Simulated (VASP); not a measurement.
# Ni (Fd-3m) in VASP: a series of runs, part 3 of 3

VASP 6.6.1. The steps go on from the part before.

## 5. Single point, PBE, collinear spin, ferromagnetic start

This run uses another cell than the first one, of 16.57 Å³/atom, 1.369 times its volume.

INCAR

```
  PREC = Accurate
  ENCUT = 520
  EDIFF = 1E-6
  ISMEAR = 0
  SIGMA = 0.1
  LREAL = False
  LASPH = True
  NELM = 150
  ALGO = Fast
  ISIF = 2
  LWAVE = False
  LCHARG = False
  ISPIN = 2
  MAGMOM = 0.94 0.94
  LORBIT = 11
  LMAXMIX = 4
  GGA = PE
  NBANDS = 21
```

KPOINTS

```
Automatic mesh
0
Gamma
  18 18 18
```

POSCAR

```
Ni
1.0
    0.0000000000      2.5496030592      2.5496030592
    2.5496030592      0.0000000000      2.5496030592
    2.5496030592      2.5496030592      0.0000000000
Ni
2
Direct
    0.0000000000      0.0000000000      0.0000000000
    0.2500000000      0.2500000000      0.2500000000
```

Potentials or basis: VASP PAW PBE potentials, release 64 (Ni).

Run with:

```
> cat potpaw_PBE.64/Ni/POTCAR > POTCAR
> mpirun -np 1 vasp_std > vasp.out
```

OUTCAR:

```text
PREC = Accurate
   ENCUT = 520
   EDIFF = 1E-6
   ISMEAR = 0
   LREAL = False
   LASPH = True
   NELM = 150
   ISIF = 2
   ISPIN = 2
   LORBIT = 11
   GGA = PE

 ion  position               nearest neighbor table
   1  0.000  0.000  0.000-   2 2.21   2 2.21   2 2.21   2 2.21
   2  0.250  0.250  0.250-   1 2.21   1 2.21   1 2.21   1 2.21

  LATTYP: Found a face centered cubic cell.
 ALAT       =     5.0992061184

  Lattice vectors:

 A1 = (   0.0000000000,   2.5496030592,   2.5496030592)
 A2 = (   2.5496030592,   0.0000000000,   2.5496030592)
 A3 = (   2.5496030592,   2.5496030592,   0.0000000000)

Analysis of symmetry for initial positions (statically):
=====================================================================
 Subroutine PRICEL returns:
 Original cell was already a primitive cell.

 Routine SETGRP: Setting up the symmetry group for a
 face centered cubic supercell.

 Subroutine GETGRP returns: Found 48 space group operations
 (whereof 24 operations were pure point group operations)
 out of a pool of 48 trial point group operations.

[... 767 lines left out ...]
 spin component 2

 k-point     1 :       0.0000    0.0000    0.0000
  band No.  band energies     occupation
      1      -1.8599      1.00000
      2       2.2553      1.00000
      3       2.2553      1.00000
      4       2.3066      1.00000
      5       2.3066      1.00000
      6       2.3066      1.00000
[... 565 lines left out ...]
     20      21.5366      0.00000
     21      23.3859      0.00000

 [... further k-points ...]
[... 5 lines left out ...]
  --------------------------------------------------------------------------------------
  -------------------------------------------------------------------------------------
  Total       -0.0066940     -0.0066940     -0.0066940     -0.0000000     -0.0000000      0.0000000
  in kB       -0.3235544     -0.3235544     -0.3235544     -0.0000000     -0.0000000      0.0000000
  external PRESSURE =      -0.3235544 kB  Pullay stress =       0.0000000 kB

 VOLUME and BASIS-vectors are now :
 -----------------------------------------------------------------------------
  energy-cutoff  :      520.00
  volume of cell :       33.15
      direct lattice vectors                 reciprocal lattice vectors
     0.000000000  2.549603059  2.549603059    -0.196108958  0.196108958  0.196108958
     2.549603059  0.000000000  2.549603059     0.196108958 -0.196108958  0.196108958
     2.549603059  2.549603059  0.000000000     0.196108958  0.196108958 -0.196108958

 POSITION                                       TOTAL-FORCE (eV/Angst)
 -----------------------------------------------------------------------------------
      0.00000      0.00000      0.00000         0.000000     -0.000000     -0.000000
      1.27480      1.27480      1.27480        -0.000000      0.000000      0.000000
 -----------------------------------------------------------------------------------
    total drift:                                0.000000      0.000000      0.000000

  FREE ENERGIE OF THE ION-ELECTRON SYSTEM (eV)
  ---------------------------------------------------
  free  energy   TOTEN  =        -8.5599952236 eV

  energy  without entropy=       -8.5418895059  energy(sigma->0) =       -8.55094236

 total charge

# of ion       s       p       d       tot
------------------------------------------
    1        0.540   0.342   8.332   9.215
    2        0.540   0.342   8.332   9.215
--------------------------------------------------
tot          1.080   0.684  16.665  18.429

 magnetization (x)

# of ion       s       p       d       tot
------------------------------------------
    1       -0.014  -0.018   0.825   0.794
    2       -0.014  -0.018   0.825   0.794
--------------------------------------------------
tot         -0.028  -0.035   1.651   1.588
```

stdout:

```text
POSCAR found type information on POSCAR Ni
 POSCAR found :  1 types and       2 ions
 scaLAPACK will be used
 LDA part: xc-table for (Slater+PW92), standard interpolation
 POSCAR, INCAR and KPOINTS ok, starting setup
 FFT: planning ... GRIDC
 FFT: planning ... GRID_SOFT
 FFT: planning ... GRID
 WAVECAR not read
 entering main loop
WARNING in EDDRMM: call to ZHEGV failed, returncode =   8  4     20
WARNING in EDDRMM: call to ZHEGV failed, returncode =   8  4     21
```

Run time: 2.9 min. Hardware: 1 thread of Intel Xeon 6975P-C, shared host; peak memory 0.31 GiB.

Results:

| Property | Result |
| --- | --- |
| Free energy | -8.5600 eV |
| Pressure | 0.0 GPa |
| Net moment | 1.57 μB per cell |
| Site moments | Ni +0.79 μB |
| Valence electrons inside the program's atomic spheres | Ni 9.21 |

Levels at points of the mesh, in eV from the Fermi level:
Spin up:
```csv
k point,band 8,band 9,band 10,band 11,band 12,band 13,band 14,band 15
"(0.00, 0.00, 0.00)",-1.72,-1.72,-0.78,-0.78,11.60,11.60,11.60,12.18
"(0.50, 0.00, 0.00)",-1.39,-1.39,-0.93,-0.93,0.31,8.45,8.45,12.17
"(0.50, 0.50, 0.00)",-1.92,-0.81,-0.81,0.91,0.91,4.42,4.42,9.18
```
Spin down:
```tsv
k point	band 7	band 8	band 9	band 10	band 11	band 12
(0.00, 0.00, 0.00)	-0.89	-0.89	-0.89	0.11	0.11	11.76
(0.50, 0.00, 0.00)	-1.45	-0.56	-0.56	-0.01	-0.01	1.03
(0.50, 0.50, 0.00)	-1.11	-1.11	0.12	0.12	1.41	1.41
```

## 6. Relaxation of cell and atoms, PBE, collinear spin, ferromagnetic start

INCAR

```
PREC = Accurate
ENCUT = 590
EDIFF = 1E-7
ISMEAR = 0
SIGMA = 0.1
LREAL = F
LASPH = T
NELM = 200
ALGO = Normal
ISIF = 3
LWAVE = F
LCHARG = F
ISPIN = 2
MAGMOM = 0.82 0.82
LORBIT = 11
LMAXMIX = 4
GGA = PE
IBRION = 2
NSW = 90
EDIFFG = -0.04
GGA_COMPAT = F
NELMIN = 4
```

KPOINTS

```
Automatic mesh
0
Gamma
  6 6 6
```

POSCAR

```
Ni
1.0
    0.0000000000      2.2962173274      2.2962173274
    2.2962173274      0.0000000000      2.2962173274
    2.2962173274      2.2962173274      0.0000000000
Ni
2
Direct
    0.5000000000      0.5000000000      0.5000000000
    0.7500000000      0.7500000000      0.7500000000
```

Potentials or basis: VASP PAW PBE potentials, release 64 (Ni_sv_GW).

Run with:

```
> cat potpaw_PBE.64/Ni_sv_GW/POTCAR > POTCAR
> mpirun -np 1 vasp_std > vasp.out
```

Run time: 94 s. Hardware: 1 thread of Intel Xeon 6975P-C (Granite Rapids), shared host; peak memory 0.19 GiB.

It converged, with:

```yaml
Free_energy: -10.2626 eV
Relaxed_volume: 16.46 Å³/atom
Relaxed_cell: a = 3.597 Å, b = 3.597 Å, c = 3.597 Å, α = 60.00°, β = 60.00°, γ = 60.00°
Space_group_after_relaxing_to_0.05_Å: Fd-3m (No. 227)
Energy_gained_by_relaxing: 560.2 meV/atom
Ionic_steps: 4
Pressure_after_relaxing: -0.3 GPa
Net_moment: 1.63 μB per cell
Site_moments: Ni +0.85 μB
Valence_electrons_inside_the_program's_atomic_spheres: Ni 16.37
```

Step by step:
```
step  energy change (eV)  largest force (eV/Å)  pressure (GPa)  volume (Å³)
   1              0.0000                0.0000           57.69        24.21
   2             -0.5349                0.0000          -18.15        42.93
   3             -1.1198                0.0000           -0.89        33.11
   4             -1.1205                0.0000           -0.28        32.91
```

Final structure:
```
Ni
1.0
     0.00000    2.54353    2.54353
     2.54353    0.00000    2.54353
     2.54353    2.54353    0.00000
Ni
2
Direct
  0.50000 0.50000 0.50000
  0.75000 0.75000 0.75000
```

Levels at points of the mesh, in eV from the Fermi level:
Spin up:
| k point | band 17 | band 18 | band 19 | band 20 | band 21 | band 22 |
| --- | --- | --- | --- | --- | --- | --- |
| (0.00, 0.00, 0.00) | -1.77 | -0.81 | -0.81 | 11.60 | 11.60 | 11.60 |
| (0.50, 0.00, 0.00) | -1.43 | -0.97 | -0.97 | 0.27 | 8.41 | 8.41 |
| (0.50, 0.50, 0.00) | -0.84 | -0.84 | 0.86 | 0.86 | 4.35 | 4.35 |
Spin down:
```tsv
k point	band 14	band 15	band 16	band 17	band 18	band 19	band 20	band 21
(0.00, 0.00, 0.00)	-2.43	-0.90	-0.90	-0.90	0.12	0.12	11.77	11.77
(0.50, 0.00, 0.00)	-2.37	-1.55	-0.58	-0.58	-0.01	-0.01	1.03	8.53
(0.50, 0.50, 0.00)	-2.08	-1.13	-1.13	0.14	0.14	1.39	1.39	4.35
```

Caveat: the k points lie up to 0.36 Å⁻¹ apart in the final cell; the volume moved by over 15 % at a fixed basis, so the end points are rough.

## 7. The runs side by side

```tsv
task	potentials or basis	cell	k mesh	cutoff (eV)	second run	gap on the mesh (eV)	pressure (GPa)	moment (μB)	relaxed volume (Å³/atom)
single point	VASP PAW PBE potentials, release 64 (Ni)	a = 3.247 Å, angles 60.0°, 2 atoms	6 × 6 × 6	520	-	none	58.4	1.44	-
single point	VASP PAW PBE potentials, release 64 (Ni)	a = 3.608 Å, angles 60.0°, 2 atoms	6 × 6 × 6	520	-	none	0.0	1.62	-
relaxation of cell and atoms	VASP PAW PBE potentials, release 64 (Ni)	relaxed from a = 3.247 Å, angles 60.0°, 2 atoms	6 × 6 × 6	600	-	none	0.0	1.59	16.65
single point	VASP PAW PBE potentials, release 64 (Ni)	a = 3.606 Å, angles 60.0°, 2 atoms	18 × 18 × 18	520	-	none	0.0	1.57	-
relaxation of cell and atoms	VASP PAW PBE potentials, release 64 (Ni_sv_GW)	relaxed from a = 3.247 Å, angles 60.0°, 2 atoms	6 × 6 × 6	590	valence_matched	none	-0.3	1.63	16.46
```

Alike in all rows: level PBE; spin collinear, ferromagnetic start; smearing gaussian 0.1 eV.

Caveats: some runs use coarse meshes; the volume moved by over 15 % at a fixed basis, so the end points are rough (some runs).

Total energies depend on the potentials used, so only differences within one code and one set of settings carry meaning.
